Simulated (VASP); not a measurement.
Here is a VASP 6.6.1 calculation.

INCAR

```
PREC = Accurate
ENCUT = 520
EDIFF = 1E-6
ISMEAR = 0
SIGMA = 0.1
LREAL = F
LASPH = T
NELM = 80
ALGO = Normal
ISIF = 2
LWAVE = F
LCHARG = T
LDIPOL = T
IDIPOL = 3
DIPOL = 0.5 0.5 0.342
GGA = PE
LELF = T
LVHAR = T
LVACPOTAV = T
NBANDS = 46
```

The input KPOINTS:

```
regular mesh
0
Gamma
  9 6 1
```

The input POSCAR:

```
Ti6H
1.0
    2.8321726458      0.0000000000      0.0000000000
    0.0000000000      4.5795363026      0.0000000000
    0.0000000000      0.0000000000     23.5510893874
Ti H
6 1
Direct
    0.5000000000      0.0000000000      0.1698435233
    0.0000000000      0.5000000000      0.2259767339
    0.5000000000      0.0000000000      0.2821099444
    0.5000000000      0.5000000000      0.3394934593
    0.0000000000      0.0000000000      0.3940191404
    0.5000000000      0.5000000000      0.4480085492
    0.6250000000      0.6250000000      0.5359025725
```

Potentials or basis: VASP PAW PBE potentials, release 64 (Ti_sv, H).

The run is started by

```console
$ cat potpaw_PBE.64/Ti_sv/POTCAR potpaw_PBE.64/H/POTCAR > POTCAR
$ mpirun -np 1 vasp_std > vasp.out
```

Problem. What does it give for the largest force?

Solution. 1.982 eV/Å.

Forces on the atoms (eV/Å):
```
Ti   0.003  0.007  0.425
Ti   0.004  0.030 -0.024
Ti   0.013 -0.056 -0.363
Ti  -0.080  0.031  0.004
Ti  -0.074 -0.175 -0.241
Ti   0.040  0.636  1.876
H    0.093 -0.472 -1.678
```
